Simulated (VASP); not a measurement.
## WS2: single point with PBE+D3(BJ)

WS2, a slab with vacuum:

```
CELL_PARAMETERS angstrom
3.09655 0.00000 0.00000
-1.54827 2.73642 0.00000
0.00000 0.00000 32.29053
ATOMIC_POSITIONS crystal
S 0.33371 0.66742 0.45084
S 0.33371 0.66742 0.54916
W 0.66591 0.33183 0.50000
```

This cell differs from its parent crystal: strain along x -0.020, then relaxed in part.

| Item | Value |
| --- | --- |
| Program | VASP 6.6.1 |
| Task | single point |
| Functional | PBE |
| Dispersion | D3(BJ) |
| Potentials or basis | VASP PAW PBE potentials, release 64 (S, W_sv) |
| Cutoff | 520 eV |
| k mesh | 12 × 12 × 1 |
| Occupations | gaussian, width 0.02 eV |
| Spin | no spin polarisation |
| Dipole correction | yes |
| Further INCAR settings | ALGO = Normal; EDIFF = 1e-06; NBANDS = 20 |

```json
{
 "Largest force": "0.006 eV/Å",
 "Band gap on the k mesh": "1.92 eV (least direct gap 2.07 eV)",
 "Dispersion energy per atom": "-0.316 eV",
 "Ionisation potential of the upper face": "5.61 eV"
}
```

Forces in eV/Å, atoms in the order of the input:
```
S    0.000  0.003 -0.003
S    0.000  0.003  0.003
W    0.000 -0.006  0.000
```

Levels at points of the mesh, in eV from the valence-band top:
```csv
k point,band 9,band 10,band 11,band 12,band 13,band 14,band 15,band 16,band 17,band 18
"(0.00, 0.00, 0.00)",-2.62,-2.34,-1.56,-1.40,-0.28,2.94,2.99,3.07,3.21,5.04
"(0.50, 0.00, 0.00)",-4.53,-3.46,-2.29,-1.21,-0.96,3.08,3.46,4.03,4.75,5.32
"(0.00, 0.50, 0.00)",-4.56,-3.22,-2.37,-1.07,-0.99,3.07,3.43,4.13,4.85,5.19
```

Run time: 5.8 min on 1 thread of Intel(R) Xeon(R) Platinum 8488C (Sapphire Rapids) (shared host), peak memory 0.49 GiB.

Caveat: the cell differs from its parent crystal (strain along x -0.020, then relaxed in part); spin-orbit coupling is left out, which moves the levels of the heavy elements.
